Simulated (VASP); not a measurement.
# AlN (Cmc2_1) in VASP: single point with PBE

Aim: the single point of AlN with PBE.

Program: VASP 6.6.1. These are calculated values, not measurements. Logs are shortened: lines on timing, memory, paths and dates and some standing lists are left out, and cuts for length are marked.

## (1) The cell of the first run

Symmetry: Cmc2_1, No. 36, orthorhombic system. The conventional cell has a = 3.218 Å, b = 5.320 Å, c = 5.243 Å, α = 90.00°, β = 90.00°, γ = 90.00°. Al (site symmetry m) has 4 N at 1.92 to 1.97 Å within 2.5 Å. Within 2.5 Å of N (site symmetry m) lie 4 Al at 1.92 to 1.97 Å.

## (2) Single point, PBE

Contents of INCAR:

```
PREC = Accurate ; ENCUT = 520
EDIFF = 1E-6 ; ISMEAR = 0
SIGMA = 0.02 ; LREAL = False
LASPH = True ; NELM = 80
ALGO = Normal ; ISIF = 2
LWAVE = False ; LCHARG = False
GGA = PE ; NBANDS = 16
ISYM = 0
```

Contents of KPOINTS:

```
regular mesh
0
Gamma
  8 5 10
```

Contents of POSCAR:

```
AlN
1.0
    3.2184289305      0.0000000000     -0.0000059495
    0.0000000000      5.2430304776      0.0000000000
   -1.6092192656      0.0000000000      2.6597717557
Al N
2 2
Direct
    0.6677397450      0.0044539941      0.3354796223
    0.3322602550      0.5044539941      0.6645203777
    0.6710331742      0.3805460059      0.3420674151
    0.3289668258      0.8805460059      0.6579325849
```

Potentials or basis: VASP PAW PBE potentials, release 64 (Al, N).

Run with:

```bash
> cat potpaw_PBE.64/Al/POTCAR potpaw_PBE.64/N/POTCAR > POTCAR
> mpirun -np 1 vasp_std > vasp.out
```

OUTCAR:

```text
PREC = Accurate
   ENCUT = 520
   EDIFF = 1E-6
   ISMEAR = 0
   LREAL = False
   LASPH = True
   NELM = 80
   ISIF = 2
   GGA = PE
   ISYM = 0

 ion  position               nearest neighbor table
   1  0.668  0.004  0.335-   4 1.92   4 1.94   4 1.94   3 1.97   2 3.17   2 3.17   2 3.20   2 3.20
                             2 3.20   2 3.20
   2  0.332  0.504  0.665-   3 1.92   3 1.94   3 1.94   4 1.97   1 3.17   1 3.17   1 3.20   1 3.20
                             1 3.20   1 3.20
   3  0.671  0.381  0.342-   2 1.92   2 1.94   2 1.94   1 1.97
   4  0.329  0.881  0.658-   1 1.92   1 1.94   1 1.94   2 1.97

IMPORTANT INFORMATION: All symmetrisations will be switched off!
NOSYMM: (Re-)initialisation of all symmetry stuff for point group C_1.

----------------------------------------------------------------------------------------

                                     Primitive cell

  volume of cell :      44.8818

  direct lattice vectors                    reciprocal lattice vectors
     3.218428931  0.000000000 -0.000005950     0.310710952  0.000000000  0.187986826
     0.000000000  5.243030478  0.000000000     0.000000000  0.190729389  0.000000000
    -1.609219266  0.000000000  2.659771756     0.000000695  0.000000000  0.375972531

  length of vectors
     3.218428931  5.243030478  3.108693043     0.363153332  0.190729389  0.375972531

  position of ions in fractional coordinates (direct lattice)
     0.667739745  0.004453994  0.335479622
     0.332260255  0.504453994  0.664520378
     0.671033174  0.380546006  0.342067415
     0.328966826  0.880546006  0.657932585

  ion indices of the primitive-cell ions
   primitive index   ion index
                 1           1
                 2           2
                 3           3
                 4           4

----------------------------------------------------------------------------------------

 KPOINTS: regular mesh

Automatic generation of k-mesh.
 Grid dimensions read from file:
 generate k-points for:    8    5   10

 Generating k-lattice:

  Cartesian coordinates                     Fractional coordinates (reciprocal lattice)
     0.038838869  0.000000000  0.023498353     0.125000000  0.000000000  0.000000000
     0.000000000  0.038145878  0.000000000     0.000000000  0.200000000  0.000000000
     0.000000070  0.000000000  0.037597253    -0.000000000  0.000000000  0.100000000

  Length of vectors
     0.045394167  0.038145878  0.037597253

  Shift w.r.t. Gamma in fractional coordinates (k-lattice)
     0.000000000  0.000000000  0.000000000

 -----------------------------------------------------------------------------
|                                                                             |
|           W    W    AA    RRRRR   N    N  II  N    N   GGGG   !!!           |
|           W    W   A  A   R    R  NN   N  II  NN   N  G    G  !!!           |
|           W    W  A    A  R    R  N N  N  II  N N  N  G       !!!           |
|           W WW W  AAAAAA  RRRRR   N  N N  II  N  N N  G  GGG   !            |
|           WW  WW  A    A  R   R   N   NN  II  N   NN  G    G                |
|           W    W  A    A  R    R  N    N  II  N    N   GGGG   !!!           |
|                                                                             |
|     Your reciprocal lattice and k-lattice belong to different lattice       |
|     classes:                                                                |
|                                                                             |
|        The reciprocal lattice is base centered orthorhombic,                |
|        whereas your k-lattice is simple monoclinic.                         |
|                                                                             |
|     Results are often still useful ...                                      |
|                                                                             |
 -----------------------------------------------------------------------------

 WARNING: IBZKPT: internal override: KBLOWUP is changed to .FALSE.
      ... skipping the blow-up phase ...

 Subroutine IBZKPT returns following result:
 ===========================================

 Found    202 irreducible k-points:

 Following reciprocal coordinates:
            Coordinates               Weight
  0.000000  0.000000  0.000000      1.000000
  0.125000  0.000000  0.000000      2.000000
  0.250000  0.000000  0.000000      2.000000
  0.375000  0.000000  0.000000      2.000000
  0.500000  0.000000  0.000000      1.000000
  0.000000  0.200000  0.000000      2.000000
[... 16 lines left out ...]
  0.125000  0.000000  0.100000      2.000000
  0.250000  0.000000  0.100000      2.000000
 [... further k-points ...]
   k-points           NKPTS =    202   k-points in BZ     NKDIM =    202   number of bands    NBANDS=     16
   number of dos      NEDOS =    301   number of ions     NIONS =      4
   total plane-waves  NPLWV =  23040
   dimension x,y,z NGX =    24 NGY =   40 NGZ =   24
   dimension x,y,z NGXF=    48 NGYF=   80 NGZF=   48
   ions per type =               2   2
   NGX,Y,Z   is equivalent  to a cutoff of  12.40, 12.68, 12.83 a.u.
   NGXF,Y,Z  is equivalent  to a cutoff of  24.79, 25.37, 25.67 a.u.
 SYSTEM =  unknown system
   PREC   = accura    normal or accurate (medium, high low for compatibility)
   ISTART =      0    job   : 0-new  1-cont  2-samecut
   ICHARG =      2    charge: 1-file 2-atom 10-const
   ISPIN  =      1    spin polarized calculation?
   LNONCOLLINEAR =      F non collinear calculations
   LSORBIT =      F    spin-orbit coupling
   LASPH  =      T    aspherical Exc in radial PAW
   ENCUT  =  520.0 eV  38.22 Ry    6.18 a.u.   5.98  9.75  5.78*2*pi/ulx,y,z
   NELM   =     80;   NELMIN=  2; NELMDL= -5     # of ELM steps
   EDIFF  = 0.1E-05   stopping-criterion for ELM
   LREAL  =      F    real-space projection
   EDIFFG = 0.1E-04   stopping-criterion for IOM
   NSW    =      0    number of steps for IOM
   IBRION =     -1    ionic relax: 0-MD 1-quasi-New 2-CG
   NFREE  =      0    steps in history (QN), initial steepest desc. (CG)
   ISIF   =      2    stress and relaxation
   ISYM   =      0    0-nonsym 1-usesym 2-fastsym
   POTIM  = 0.5000    time-step for ionic-motion
   TEBEG  =    0.0;   TEEND  =   0.0 temperature during run
   PSTRESS=    0.0 pullay stress
   NELECT =      16.0000    total number of electrons
   NUPDOWN=      -1.0000    fix difference up-down
   EMIN   =  10.00;   EMAX   =-10.00  energy-range for DOS
   EFERMI =   0.00;   METHOD = LEGACY
   ISMEAR =     0;   SIGMA  =   0.02  broadening in eV -4-tet -1-fermi 0-gaus
   EFERMI_NEDOS =   21; number of points for ismear=-14 and -15
   IALGO  =     38    algorithm
   IMIX   =      4    mixing-type and parameters
     AMIX     =   0.40;   BMIX     =  1.00
     AMIX_MAG =   1.60;   BMIX_MAG =  1.00
  volume/ion in A,a.u.               =      11.22        75.72
  Fermi-wavevector in a.u.,A,eV,Ry     =   1.160802  2.193597 18.333319  1.347461
  Thomas-Fermi vector in A             =   2.297381
   LORBIT       =      0    0 simple, 1 ext, 2 COOP (PROOUT), +10 PAW based schemes
   GGA     = PE    functional components
   LHFCALC =     F    Hartree Fock is set to
   AEXX    =    0.0000 exact exchange contribution
   IVDW    =     0    specifies the selected vdW correction
   LEPSILON=     F    determine dielectric tensor
   LRPA    =     F    only Hartree local field effects (RPA)
 non-spin polarized calculation
 Gauss-broadening in eV      SIGMA  =   0.02
  energy-cutoff  :      520.00
  volume of cell :       44.88
 maximum number of plane-waves:      1224
   NGX = 11   NGY = 19   NGZ = 11

 number of electron      16.0000003 magnetization

 Free energy of the ion-electron system (eV)
  ---------------------------------------------------
  ext. energy  EPLUGINS =         0.00000000
  ---------------------------------------------------
  free energy    TOTEN  =       -29.63794875 eV

  energy without entropy =      -29.63794875  energy(sigma->0) =      -29.63794875

 E-fermi :   5.6359     XC(G=0): -10.6057

 val. band max:        5.5180741565   @ k =   0.0000   0.0000   0.0000
 cond. band min:       8.9784237587   @ k =   0.0000   0.0000   0.0000
 fundamental gap:      3.4603496021
 Fermi energy:         5.6358928616

 k-point     1 :       0.0000    0.0000    0.0000
  band No.  band energies     occupation
      1      -9.2798      2.00000
      2      -7.4987      2.00000
      3      -0.3351      2.00000
      4       4.6665      2.00000
      5       5.0280      2.00000
      6       5.2465      2.00000
[... 8 lines left out ...]
     15      17.9109      0.00000
     16      18.4992      0.00000

 k-point     2 :       0.1250    0.0000    0.0000
  band No.  band energies     occupation
      1      -9.0968      2.00000
      2      -7.3894      2.00000
      3      -0.1090      2.00000
      4       3.8682      2.00000
      5       4.4346      2.00000
      6       4.7604      2.00000
[... 8 lines left out ...]
     15      17.6896      0.00000
     16      18.1034      0.00000

 k-point     3 :       0.2500    0.0000    0.0000
  band No.  band energies     occupation
      1      -8.5894      2.00000
      2      -7.1262      2.00000
      3       0.5372      2.00000
      4       2.1866      2.00000
      5       3.0198      2.00000
      6       4.3170      2.00000
[... 8 lines left out ...]
     15      17.3065      0.00000
     16      18.7115      0.00000

 k-point     4 :       0.3750    0.0000    0.0000
  band No.  band energies     occupation
      1      -7.9137      2.00000
      2      -6.9131      2.00000
      3       0.7547      2.00000
      4       1.4968      2.00000
      5       1.8371      2.00000
      6       3.9725      2.00000
[... 8 lines left out ...]
     15      17.1465      0.00000
     16      19.4777      0.00000

 k-point     5 :       0.5000    0.0000    0.0000
  band No.  band energies     occupation
      1      -7.4973      2.00000
      2      -6.9166      2.00000
      3       0.2290      2.00000
      4       1.3064      2.00000
      5       2.2351      2.00000
      6       3.6868      2.00000
[... 8 lines left out ...]
     15      17.5866      0.00000
     16      19.5122      0.00000

 k-point     6 :       0.0000    0.2000    0.0000
  band No.  band energies     occupation
      1      -9.1496      2.00000
      2      -7.7302      2.00000
      3       0.1241      2.00000
      4       4.4354      2.00000
      5       4.7189      2.00000
      6       5.0750      2.00000
[... 8 lines left out ...]
     15      17.4645      0.00000
     16      18.1532      0.00000
[... 267 lines left out ...]
 k-point    21 :      -0.1250    0.4000    0.0000
  band No.  band energies     occupation
      1      -8.6127      2.00000
      2      -8.1025      2.00000
      3       1.3750      2.00000
      4       2.7198      2.00000
      5       4.2636      2.00000
      6       4.6143      2.00000
[... 8 lines left out ...]
     15      17.3967      0.00000
     16      17.7445      0.00000

 k-point    22 :       0.0000    0.0000    0.1000
  band No.  band energies     occupation
      1      -9.1525      2.00000
      2      -7.4189      2.00000
      3      -0.1791      2.00000
      4       4.4621      2.00000
      5       4.4920      2.00000
      6       4.8860      2.00000
[... 8 lines left out ...]
     15      17.8742      0.00000
     16      18.1671      0.00000

 k-point    23 :       0.1250    0.0000    0.1000
  band No.  band energies     occupation
      1      -8.8246      2.00000
      2      -7.2323      2.00000
      3       0.2314      2.00000
      4       3.1722      2.00000
      5       3.5263      2.00000
      6       4.4722      2.00000
[... 8 lines left out ...]
     15      17.5466      0.00000
     16      18.2863      0.00000

 k-point    24 :       0.2500    0.0000    0.1000
  band No.  band energies     occupation
      1      -8.2281      2.00000
      2      -6.9720      2.00000
      3       1.0064      2.00000
      4       1.5878      2.00000
      5       2.3427      2.00000
      6       3.9293      2.00000
[... 8 lines left out ...]
     15      17.1600      0.00000
     16      19.1237      0.00000

 [... further k-points ...]

------------------------ aborting loop because EDIFF is reached ----------------------------------------

  FORCE on cell =-STRESS in cart. coord.  units (eV):
  Direction    XX          YY          ZZ          XY          YZ          ZX
  --------------------------------------------------------------------------------------
  -------------------------------------------------------------------------------------
  Total       -3.0997210     -4.5321376     -0.0554796      0.0000002     -0.0000002      0.0001633
  in kB     -110.6529497   -161.7869466     -1.9804964      0.0000064     -0.0000054      0.0058279
  external PRESSURE =     -91.4734642 kB  Pullay stress =       0.0000000 kB

 VOLUME and BASIS-vectors are now :
 -----------------------------------------------------------------------------
  energy-cutoff  :      520.00
  volume of cell :       44.88
      direct lattice vectors                 reciprocal lattice vectors
     3.218428931  0.000000000 -0.000005950     0.310710952  0.000000000  0.187986826
     0.000000000  5.243030478  0.000000000     0.000000000  0.190729389  0.000000000
    -1.609219266  0.000000000  2.659771756     0.000000695  0.000000000  0.375972531

 POSITION                                       TOTAL-FORCE (eV/Angst)
 -----------------------------------------------------------------------------------
      1.60921      0.02335      0.89230         0.000000      0.000383      0.000623
     -0.00000      2.64487      1.76747        -0.000000      0.000382     -0.000624
      1.60921      1.99521      0.90982         0.000001     -0.000384      0.000916
     -0.00000      4.61673      1.74995        -0.000001     -0.000381     -0.000915
 -----------------------------------------------------------------------------------
    total drift:                                0.000000     -0.000108      0.000001

  FREE ENERGIE OF THE ION-ELECTRON SYSTEM (eV)
  ---------------------------------------------------
  free  energy   TOTEN  =       -29.6379487519 eV

  energy  without entropy=      -29.6379487519  energy(sigma->0) =      -29.63794875
```

Wall time 38 s (1 thread of Intel Xeon Platinum 8559C (Emerald Rapids), shared host); peak memory 0.24 GiB.

What came out:

```
Free energy            : -29.6379 eV
Pressure               : -9.1 GPa
Band gap on the k mesh : 3.46 eV, direct
```

Stress tensor (GPa, compression positive):
```
-11.07   0.00   0.00
  0.00 -16.18   0.00
  0.00   0.00  -0.20
```

Levels at points of the mesh, in eV from the valence-band top:
```tsv
k point	band 4	band 5	band 6	band 7	band 8	band 9	band 10	band 11	band 12	band 13
(0.00, 0.00, 0.00)	-0.85	-0.49	-0.27	-0.25	0.00	3.46	6.31	9.72	10.54	11.52
(0.50, 0.00, 0.00)	-4.21	-3.28	-1.83	-1.65	-0.55	5.41	5.91	7.63	9.58	10.75
(0.00, 0.00, 0.50)	-4.02	-3.13	-2.18	-1.65	-0.95	5.15	5.32	7.26	9.77	9.95
(0.50, 0.00, 0.50)	-4.21	-3.28	-1.83	-1.65	-0.55	5.41	5.91	7.63	9.58	10.75
```
